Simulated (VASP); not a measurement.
Be2Pd, 3 atoms in the cell. It takes space group P6/mmm (No. 191, hexagonal). The conventional cell has a = 3.713 Å, b = 3.713 Å, c = 2.623 Å, α = 90.00°, β = 90.00°, γ = 120.00°. Be (site symmetry -6m2) has 5 Be at 2.14 to 2.62 Å and 6 Pd at 2.51 Å within 2.8 Å. Pd (site symmetry 6/mmm) has 12 Be at 2.51 Å and 2 Pd at 2.62 Å within 3.3 Å. 

```yaml
Program: VASP 6.6.1
Task: single point
Functional: PBE
Potentials_or_basis: VASP PAW PBE potentials, release 64 (Be, Pd)
Cutoff: 520 eV
k_mesh: 12 × 12 × 18
Occupations: gaussian, width 0.1 eV
Spin: no spin polarisation
Dipole_correction: no
Further_INCAR_settings: ALGO = Normal; EDIFF = 1e-06; NBANDS = 14
```

Potentials or basis: VASP PAW PBE potentials, release 64 (Be, Pd).

Run with:

```sh
$ cat potpaw_PBE.64/Be/POTCAR potpaw_PBE.64/Pd/POTCAR > POTCAR
$ mpirun -np 1 vasp_std > vasp.out
```

Hardware: 1 thread of AMD EPYC 7R43 64-Core Processor (Zen 3), with other jobs on the host.

Problem. Estimate the wall time of this run.

Solution. Wall time 64 s on 1 thread of AMD EPYC 7R43 64-Core Processor (Zen 3), on a shared host, peak memory 0.17 GiB. Counts: scf iterations 12, k points 190.
